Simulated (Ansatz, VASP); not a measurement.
One calculation of PtPb, two programs

```
Pt Pb
1.0
     4.26412    0.00000    0.00000
    -2.13206    3.69284    0.00000
     0.00000    0.00000    5.47413
Pt Pb
2 2
Direct
  0.33333 0.66667 0.25000
  0.66667 0.33333 0.75000
  0.00000 0.00000 0.00000
  0.00000 0.00000 0.50000
```

Change from the starting cell: volume scaled by 1.01, crystal datasets.

Alike in both runs: task electric field gradients; functional LDA; k mesh 10 × 10 × 7; occupations fermi-dirac, width 0.05 eV; no spin polarisation.

|  | VASP | Ansatz |
| --- | --- | --- |
| version | VASP 6.6.1 | Ansatz 0.2.0 |
| potentials or method | VASP PAW LDA potentials, release 64 (Pt, Pb_d), cutoff 520 eV | all-electron PAW with datasets made for the crystal, scalar-relativistic |

VASP gave:

- pressure (GPa): 5.6
- traceless stress, the component that is largest in VASP (GPa): 17.16
- size of Vzz on the site where it differs most (V/Å²): 12.4

**Question.** What did Ansatz give for the same quantities?

**Answer.** Pressure (GPa): 5.3; traceless stress, the component that is largest in VASP (GPa): 17.19; size of Vzz on the site where it differs most (V/Å²): 86.8.

LDA's correlation is that of Perdew and Zunger in VASP and of Perdew and Wang (1992) in Ansatz. One of these differences is far larger than is usual between the two programs; its cause wasn't traced. Ansatz ran all-electron here, and VASP with PAW potentials.

Spin-orbit coupling is off throughout.
